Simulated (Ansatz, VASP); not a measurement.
# MoS2: VASP beside Ansatz

```
CELL_PARAMETERS angstrom
3.12840 0.00000 0.00000
-1.56420 2.70927 0.00000
0.00000 0.00000 42.35400
ATOMIC_POSITIONS crystal
S 0.66667 0.33333 0.21311
S 0.66667 0.33333 0.28747
S 0.33333 0.66667 0.35655
S 0.33333 0.66667 0.43091
Mo 0.33333 0.66667 0.25031
Mo 0.66667 0.33333 0.39371
```

Alike in both runs: functional PBE; dispersion D3(BJ); k mesh 12 × 12 × 1; occupations gaussian, width 0.02 eV; no spin polarisation.

Ansatz relaxed the structure, and its values are those at the end. VASP's run is a single point on that final structure, the one shown.

|  | VASP | Ansatz |
| --- | --- | --- |
| version | VASP 6.6.1 | Ansatz 0.2.0 |
| potentials or method | VASP PAW PBE potentials, release 64 (S, Mo_sv) | scalar-relativistic, plane waves, PAW |
| plane-wave cutoff (eV) | 520 | 420 |
| valence electrons in the cell | 52 | 52 |

```csv
,VASP,Ansatz,Ansatz less VASP
gap on the k mesh at the Fermi level (eV),1.26,1.25,-0.014
least direct gap on the mesh (eV),1.83,1.83,-0.004
rms of the force components (eV/Å),0.006,0.001,-0.0046
```

Ansatz's warnings: slab cell height set.
